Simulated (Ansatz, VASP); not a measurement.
## Zr: VASP beside Ansatz

Contents of INCAR:

```
ALGO     = Normal         # electronic algorithm
EDIFF    = 1E-8           # SCF threshold, eV
ENCUT    = 400            # plane-wave cutoff, eV
GGA      = PE             # functional
GGA_COMPAT= F            
ISIF     = 2              # what is computed and relaxed
ISMEAR   = -1             # smearing method
LASPH    = T              # aspherical terms in the spheres
LCHARG   = F              # write CHGCAR
LEFG     = T            
LREAL    = F              # projectors in reciprocal space
LWAVE    = F              # write WAVECAR
NBANDS   = 12             # bands
NELM     = 120            # most SCF steps
PREC     = Accurate       # precision mode
SIGMA    = 0.08           # smearing width, eV
```

KPOINTS

```
k-points
0
Gamma
  14 14 14
```

Contents of POSCAR:

```
Zr
1.0
   -1.8249593561      1.8249593561      1.8249593561
    1.8249593561     -1.8249593561      1.8249593561
    1.8249593561      1.8249593561     -1.8249593561
Zr
1
Direct
    0.0000000000      0.0000000000      0.0000000000
```

Input for Ansatz:

```yaml
crystal:
  lattice:
    - [-1.8249593561, 1.8249593561, 1.8249593561]
    - [1.8249593561, -1.8249593561, 1.8249593561]
    - [1.8249593561, 1.8249593561, -1.8249593561]
  atoms:
    - { symbol: Zr, position: [0.0, 0.0, 0.0] }
kpoints:
  mp_grid: { grid: [14, 14, 14] }
scf:
  occupations: { method: fermi_dirac, width: 0.08 }
hamiltonian:
  xc: pbe
  pseudopotentials: { kind: paw }
output:
  forces: true
  stress: true
  eigenvalues: true
  efg: { contact_densities: true }
```

Change from the starting cell: volume scaled by 1.025, PAW files.

Alike in both runs: task electric field gradients; functional PBE; k mesh 14 × 14 × 14; occupations fermi-dirac, width 0.08 eV; no spin polarisation.

|  | VASP | Ansatz |
| --- | --- | --- |
| version | VASP 6.6.1 | Ansatz 0.2.0 |
| potentials or method | VASP PAW PBE potentials, release 64 (Zr_sv) | PAW with Ansatz's default frozen-core files, scalar-relativistic |
| plane-wave cutoff (eV) | 400 | 420 |
| valence electrons in the cell | 12 | 12 |

```csv
,VASP,Ansatz,Ansatz less VASP
pressure (GPa),-5.0,-4.9,+0.14
```
